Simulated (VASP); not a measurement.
Here is a VASP 6.6.1 calculation.

The input INCAR:

```
  PREC = Accurate
  ENCUT = 880
  EDIFF = 1E-7
  ISMEAR = -1
  SIGMA = 0.05
  LREAL = Auto
  LASPH = True
  NELM = 120
  ALGO = Normal
  ISIF = 8
  LWAVE = False
  LCHARG = False
  GGA = PS
  IBRION = 2
  NSW = 100
  EDIFFG = -0.03
  ISYM = -1
  GGA_COMPAT = False
  NELMIN = 4
```

KPOINTS

```
explicit points
1
Reciprocal
  0.25000000   0.25000000   0.25000000 1
```

File POSCAR:

```
Li8H3F5
1.0
    7.9941910000      0.0000000000      0.0000000000
    0.0000000000      7.9941910000      0.0000000000
    0.0000000000      0.0000000000      7.9941910000
F H Li
20 12 32
Direct
    0.2467360000      0.9978660000      0.0001770000
    0.2515210000      0.5000390000      0.0026080000
    0.7514330000      0.9973550000      0.9986790000
    0.7500230000      0.5030820000      0.9990810000
    0.0010520000      0.2522960000      0.5006180000
    0.0025580000      0.7524110000      0.9994680000
    0.9991600000      0.7514020000      0.4962600000
    0.5014660000      0.2486330000      0.5016150000
    0.5011770000      0.7490300000      0.4991100000
    0.5009970000      0.0013460000      0.2528750000
    0.5043570000      0.4959240000      0.2484770000
    0.4951220000      0.5026660000      0.7494050000
    0.2479370000      0.2491140000      0.2499350000
    0.2523860000      0.2503430000      0.7501840000
    0.2501110000      0.7480030000      0.2503500000
    0.2477110000      0.7468840000      0.7511060000
    0.7483770000      0.2503910000      0.2503850000
    0.7489460000      0.2512100000      0.7482870000
    0.7469320000      0.7509960000      0.2514240000
    0.7520770000      0.7512710000      0.7489960000
    0.2537690000      0.9967400000      0.4983730000
    0.2518870000      0.5007220000      0.5021490000
    0.7484290000      0.0019600000      0.4967140000
    0.7550850000      0.5022310000      0.4995920000
    0.0010070000      0.2528400000      0.9992980000
    0.5047750000      0.2486310000      0.0008380000
    0.5040440000      0.7479620000      0.9978060000
    0.9967990000      0.9966850000      0.2506920000
    0.0001900000      0.0015610000      0.7512050000
    0.0005210000      0.5051740000      0.2522630000
    0.0002450000      0.4976080000      0.7485940000
    0.4966170000      0.9990950000      0.7518570000
    0.0010910000      0.9971230000      0.9993750000
    0.0006560000      0.9968250000      0.4958600000
    0.0021790000      0.5008710000      0.0017440000
    0.0010530000      0.4975760000      0.5022620000
    0.4955440000      0.0027580000      0.9994950000
    0.4981860000      0.9954470000      0.4978290000
    0.5016280000      0.4996700000      0.0024880000
    0.4976520000      0.5024240000      0.4967890000
    0.2508800000      0.2509540000      0.9985210000
    0.2498260000      0.2469280000      0.4995840000
    0.2525570000      0.7496090000      0.0012480000
    0.2515560000      0.7469730000      0.4972070000
    0.7535660000      0.2529030000      0.0002190000
    0.7489180000      0.2484180000      0.5006270000
    0.7496010000      0.7540960000      0.0020640000
    0.7471600000      0.7521250000      0.4985780000
    0.2461000000      0.0004450000      0.2514370000
    0.2490640000      0.0006630000      0.7442500000
    0.2499600000      0.4990900000      0.2527450000
    0.2504870000      0.4975960000      0.7534410000
    0.7441990000      0.0017070000      0.2493970000
    0.7486500000      0.9999390000      0.7471830000
    0.7518100000      0.4986680000      0.2479020000
    0.7462530000      0.4948390000      0.7482850000
    0.0039390000      0.2486120000      0.2461180000
    0.0007750000      0.2529680000      0.7481980000
    0.9993120000      0.7518160000      0.2440630000
    0.9981220000      0.7506100000      0.7457340000
    0.4973470000      0.2494280000      0.2486830000
    0.5006140000      0.2469960000      0.7503820000
    0.5062490000      0.7517340000      0.2486890000
    0.5024730000      0.7498270000      0.7564900000
```

Potentials or basis: VASP PAW PBE potentials, release 64 (F, H, Li_sv).

The run is started by

```bash
$ cat potpaw_PBE.64/F/POTCAR potpaw_PBE.64/H/POTCAR potpaw_PBE.64/Li_sv/POTCAR > POTCAR
$ mpirun -np 1 vasp_std > vasp.out
```

Estimate the band gap on the k mesh.

5.93 eV.

Estimate the relaxed cell.

a = 8.023 Å, b = 8.023 Å, c = 8.023 Å, α = 90.00°, β = 90.00°, γ = 90.00°.

What does it give for the space group after relaxing (to 0.1 Å)?

Pm (No. 6).

Estimate the relaxed volume.

8.07 Å³/atom.

Final structure:
```
F H Li
1.0
     8.02294    0.00000    0.00000
     0.00000    8.02294    0.00000
     0.00000    0.00000    8.02294
F H Li
20 12 32
Cartesian
  2.0024 8.0200 8.0197
  2.0143 4.0098 8.0202
  6.0218 0.0022 8.0175
  6.0185 4.0130 8.0194
  0.0024 2.0019 4.0069
  0.0029 6.0178 8.0164
  0.0019 6.0160 4.0058
  4.0118 2.0054 4.0065
  4.0129 6.0095 4.0085
  4.0116 8.0215 2.0014
  4.0161 4.0086 2.0031
  4.0148 4.0085 6.0168
  2.0110 2.0017 2.0041
  2.0089 2.0023 6.0137
  2.0082 6.0138 2.0013
  2.0043 6.0110 6.0152
  6.0178 2.0060 2.0021
  6.0172 2.0055 6.0116
  6.0194 6.0194 1.9991
  6.0220 6.0165 6.0140
  2.0014 8.0163 4.0153
  1.9975 4.0060 4.0101
  6.0163 0.0009 4.0150
  6.0302 4.0094 4.0085
  0.0031 2.0082 8.0192
  4.0144 1.9987 8.0144
  4.0149 6.0231 8.0130
  8.0224 0.0040 2.0047
  8.0227 0.0050 6.0066
  0.0027 4.0075 2.0058
  0.0032 4.0042 6.0089
  4.0084 8.0168 6.0136
  0.0011 8.0202 8.0227
  8.0228 8.0227 4.0129
  8.0229 4.0157 8.0209
  0.0006 4.0112 4.0115
  4.0133 8.0207 0.0016
  4.0121 0.0011 4.0076
  4.0127 4.0119 8.0212
  4.0125 4.0106 4.0100
  2.0023 2.0044 8.0208
  2.0026 2.0052 4.0115
  2.0010 6.0177 8.0198
  2.0026 6.0189 4.0125
  6.0261 2.0052 8.0187
  6.0197 2.0045 4.0107
  6.0283 6.0178 8.0183
  6.0205 6.0183 4.0113
  2.0133 0.0011 1.9921
  2.0073 0.0018 6.0243
  2.0151 4.0061 1.9919
  2.0138 4.0060 6.0289
  6.0095 0.0000 1.9848
  6.0134 0.0020 6.0269
  6.0126 4.0104 1.9963
  6.0139 4.0101 6.0282
  0.0000 2.0063 2.0187
  0.0024 2.0049 5.9962
  0.0010 6.0161 2.0090
  0.0017 6.0158 6.0013
  4.0138 2.0058 2.0104
  4.0106 2.0080 6.0029
  4.0111 6.0159 2.0107
  4.0113 6.0127 6.0039
```

Caveat: the PAW data sets were made with another functional, which shifts forces and pressure a little; a shifted mesh leaves out Γ, where band edges can lie. A k mesh can miss the band edges.
